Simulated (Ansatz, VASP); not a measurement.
# One calculation of BaTiO3, two programs

INCAR

```
  PREC = Accurate
  ENCUT = 520
  EDIFF = 1E-8
  ISMEAR = -1
  SIGMA = 0.05
  LREAL = False
  LASPH = True
  NELM = 60
  ALGO = Normal
  ISIF = 2
  LWAVE = False
  LCHARG = False
  GGA = PS
  LEFG = True
  NBANDS = 28
```

File KPOINTS:

```
regular mesh
0
Gamma
  8 8 8
```

File POSCAR:

```
BaTiO3
1.0
    3.9841000000      0.0000000000      0.0000000000
    0.0000000000      2.8370500000      2.9027160000
    0.0000000000     -2.8370500000      2.9027160000
Ba Ti O
1 1 3
Direct
    0.0000000000      0.0000000000      0.0000000000
    0.5000000000      0.5079000000      0.5079000000
    0.0000000000      0.4921000000      0.4921000000
    0.5000000000      0.5025100000      0.9937100000
    0.5000000000      0.9937100000      0.5025100000
```

Input for Ansatz:

```yaml
crystal:
  lattice:
    - [3.9841, 0.0, 0.0]
    - [0.0, 2.83705, 2.902716]
    - [0.0, -2.83705, 2.902716]
  atoms:
    - { symbol: Ba, position: [0.0, 0.0, 0.0] }
    - { symbol: Ti, position: [0.5, 0.5079, 0.5079] }
    - { symbol: O, position: [0.0, 0.4921, 0.4921] }
    - { symbol: O, position: [0.5, 0.50251, 0.99371] }
    - { symbol: O, position: [0.5, 0.99371, 0.50251] }
kpoints:
  mp_grid: { grid: [8, 8, 8] }
scf:
  occupations: { method: fermi_dirac, width: 0.05 }
hamiltonian:
  xc: pbesol
  pseudopotentials: { kind: all_electron, datasets: crystal }
output:
  forces: true
  stress: true
  eigenvalues: true
  efg: { contact_densities: true }
```

Change from the starting cell: zz strain of +2 %, crystal datasets.

Alike in both runs: task electric field gradients; functional PBEsol; k mesh 8 × 8 × 8; occupations fermi-dirac, width 0.05 eV; no spin polarisation.

|  | VASP | Ansatz |
| --- | --- | --- |
| version | VASP 6.6.1 | Ansatz 0.2.0 |
| potentials or method | VASP PAW PBE potentials, release 64 (Ba_sv, Ti_sv, O), cutoff 520 eV | all-electron PAW with datasets made for the crystal, scalar-relativistic |

VASP gave:

* pressure (GPa): -5.6
* traceless stress, the component that is largest in VASP (GPa): -3.52
* rms of the force components (eV/Å): 0.130
* size of Vzz on the site where it differs most (V/Å²): 12.3

Question: What did Ansatz give for the same quantities?

Answer: Pressure (GPa): -7.3; traceless stress, the component that is largest in VASP (GPa): -3.43; rms of the force components (eV/Å): 0.135; size of Vzz on the site where it differs most (V/Å²): 11.6.

VASP's potentials were made for PBE, not for PBEsol. Atom by atom the forces differ by 0.007 eV/Å (rms over components). Ansatz ran all-electron here, and VASP with PAW potentials.

Spin-orbit coupling is off throughout.
